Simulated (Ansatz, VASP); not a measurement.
**Rh in VASP and in Ansatz**

The input INCAR:

```
SYSTEM = Rh
PREC = Accurate
ENCUT = 520
EDIFF = 1E-7
ISMEAR = -1
SIGMA = 0.08
LREAL = .FALSE.
LASPH = .TRUE.
NELM = 60
ALGO = Normal
ISIF = 2
LWAVE = .FALSE.
LCHARG = .FALSE.
GGA = PS
NBANDS = 14
```

Contents of KPOINTS:

```
regular mesh
0
G
  16 16 16
  0 0 0
```

The input POSCAR:

```
Rh
1.0
    0.0000000000      1.9205655000      1.9015500000
    1.9205655000      0.0000000000      1.9015500000
    1.9205655000      1.9205655000      0.0000000000
Rh
1
Direct
    0.0000000000      0.0000000000      0.0000000000
```

Input for Ansatz:

```yaml
crystal:
  lattice:
    - [0.0, 1.9205655, 1.90155]
    - [1.9205655, 0.0, 1.90155]
    - [1.9205655, 1.9205655, 0.0]
  atoms:
    - { symbol: Rh, position: [0.0, 0.0, 0.0] }
kpoints:
  mp_grid: { grid: [16, 16, 16] }
  band_path:
    path:
      - [0.0, 0.0, 0.0]
      - [0.0, 0.5, 0.5]
      - [0.25, 0.75, 0.5]
      - [0.0, 0.5, 0.0]
      - [0.0, 0.0, 0.0]
      - [0.5, 0.5, 0.0]
      - [0.3775125, 0.6224875, 0.0]
      - [-0.3775125, 0.3775125, 0.0]
      - [0.0, 0.0, 0.0]
    npoints: 5
scf:
  occupations: { method: fermi_dirac, width: 0.08 }
hamiltonian:
  xc: pbesol
  pseudopotentials: { kind: all_electron, lapw: { basis_error: 0.001 } }
output:
  forces: true
  stress: true
  eigenvalues: true
```

Change from the starting cell: equal xx and yy strain of +1 %.

Alike in both runs: task single point; functional PBEsol; k mesh 16 × 16 × 16; occupations fermi-dirac, width 0.08 eV; no spin polarisation.

|  | VASP | Ansatz |
| --- | --- | --- |
| version | VASP 6.6.1 | Ansatz 0.2.0 |
| potentials or method | VASP PAW PBE potentials, release 64 (Rh_pv), cutoff 520 eV | all-electron LAPW, scalar-relativistic |

```csv
,VASP,Ansatz,Ansatz less VASP
pressure (GPa),-10.0,-9.9,+0.05
"traceless stress, the component that is largest in VASP (GPa)",1.51,1.51,+0.004
```

VASP's potentials were made for PBE, not for PBEsol. Ansatz ran all-electron here, and VASP with PAW potentials.
